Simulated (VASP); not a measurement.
Runs of VASP 6.6.1 on KBr. The structure is that of space group Fm-3m (No. 225), or close to it. The cells are those of the table. 

| cell | gap on the mesh (eV) | pressure (GPa) |
| --- | --- | --- |
| a = 4.715, b = 4.656, c = 4.656 Å, angles 59.2, 59.6, 59.6°, 2 atoms | 4.26 | -0.2 |
| a = 4.685, b = 4.656, c = 4.656 Å, angles 59.6, 59.8, 59.8°, 2 atoms | 4.28 | -0.2 |
| a = 4.744, b = 4.657, c = 4.657 Å, angles 58.8, 59.4, 59.4°, 2 atoms | (a) | -0.2 |
| a = 4.540, b = 4.657, c = 4.657 Å, angles 61.7, 60.8, 60.8°, 2 atoms | 4.23 | -0.2 |

Alike in all rows: task single point; level PBEsol; potentials or basis VASP PAW PBE potentials, release 64 (K_sv, Br); no spin polarisation; k mesh 6 × 6 × 6; cutoff (eV) 520; smearing gaussian 0.05 eV.

Question: Fill in the values left out.

Answer: (a) 4.25.

Caveats: the PAW data sets were made with another functional, which shifts forces and pressure a little.

A k mesh can miss the band edges, and the runs leave out spin-orbit coupling on Br.
